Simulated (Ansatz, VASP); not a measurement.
## Si2W: VASP beside Ansatz

INCAR

```
ALGO     = Normal         # electronic algorithm
EDIFF    = 1E-7           # SCF threshold, eV
ENCUT    = 520            # plane-wave cutoff, eV
GGA      = PE             # functional
ISIF     = 2              # what is computed and relaxed
ISMEAR   = 0              # smearing method
LASPH    = True           # aspherical terms in the spheres
LCHARG   = False          # write CHGCAR
LREAL    = False          # projectors in reciprocal space
LWAVE    = False          # write WAVECAR
NBANDS   = 43             # bands
NELM     = 60             # most SCF steps
PREC     = Accurate       # precision mode
SIGMA    = 0.03           # smearing width, eV
```

Contents of KPOINTS:

```
k-points
0
Gamma
  9 9 6
```

The input POSCAR:

```
Si2W
1.0
    4.6392971011      0.0000000000      0.0000000000
   -2.3196485506      4.0177491452      0.0000000000
    0.0000000000      0.0000000000      6.5757397110
Si W
6 3
Direct
    0.8050634200      0.6101268399      0.5000000000
    0.1949365800      0.8050634200      0.8333333333
    0.6101268399      0.8050634200      0.1666666667
    0.1949365800      0.3898731601      0.5000000000
    0.8050634200      0.1949365800      0.8333333333
    0.3898731601      0.1949365800      0.1666666667
    0.0000000000      0.5000000000      0.1666666667
    0.5000000000      0.5000000000      0.8333333333
    0.5000000000      0.0000000000      0.5000000000
```

Input for Ansatz:

```yaml
crystal:
  lattice:
    - [4.6392971011, 0.0, 0.0]
    - [-2.3196485506, 4.0177491452, 0.0]
    - [0.0, 0.0, 6.575739711]
  atoms:
    - { symbol: Si, position: [0.80506342, 0.6101268399, 0.5] }
    - { symbol: Si, position: [0.19493658, 0.80506342, 0.8333333333] }
    - { symbol: Si, position: [0.6101268399, 0.80506342, 0.1666666667] }
    - { symbol: Si, position: [0.19493658, 0.3898731601, 0.5] }
    - { symbol: Si, position: [0.80506342, 0.19493658, 0.8333333333] }
    - { symbol: Si, position: [0.3898731601, 0.19493658, 0.1666666667] }
    - { symbol: W, position: [0.0, 0.5, 0.1666666667] }
    - { symbol: W, position: [0.5, 0.5, 0.8333333333] }
    - { symbol: W, position: [0.5, 0.0, 0.5] }
basis:
  ecutwfc: 420
kpoints:
  mp_grid: { grid: [9, 9, 6] }
hamiltonian:
  xc: pbe
  pseudopotentials: { kind: paw, azcp: { folder: soft_1 } }
scf:
  occupations: { method: gaussian, width: 0.03 }
output:
  forces: true
  stress: true
  eigenvalues: true
```

Alike in both runs: task single point; functional PBE; k mesh 9 × 9 × 6; occupations gaussian, width 0.03 eV; no spin polarisation.

|  | VASP | Ansatz |
| --- | --- | --- |
| version | VASP 6.6.1 | Ansatz 0.2.0 |
| potentials or method | VASP PAW PBE potentials, release 64 (Si, W_sv), cutoff 520 eV | scalar-relativistic, plane waves, PAW |
| valence electrons in the cell | 66 | 66 |

```tsv
	VASP	Ansatz	Ansatz less VASP
gap on the k mesh at the Fermi level (eV)	0.42	0.42	+0.002
least direct gap on the mesh (eV)	0.71	0.71	+0.004
pressure (GPa)	9.9	9.9	-0.03
traceless stress, the component that is largest in VASP (GPa)	0.28	0.25	-0.037
rms of the force components (eV/Å)	1.620	1.619	-0.0008
```

Atom by atom the forces differ by 0.001 eV/Å (rms over components).

Spin-orbit coupling is off throughout.
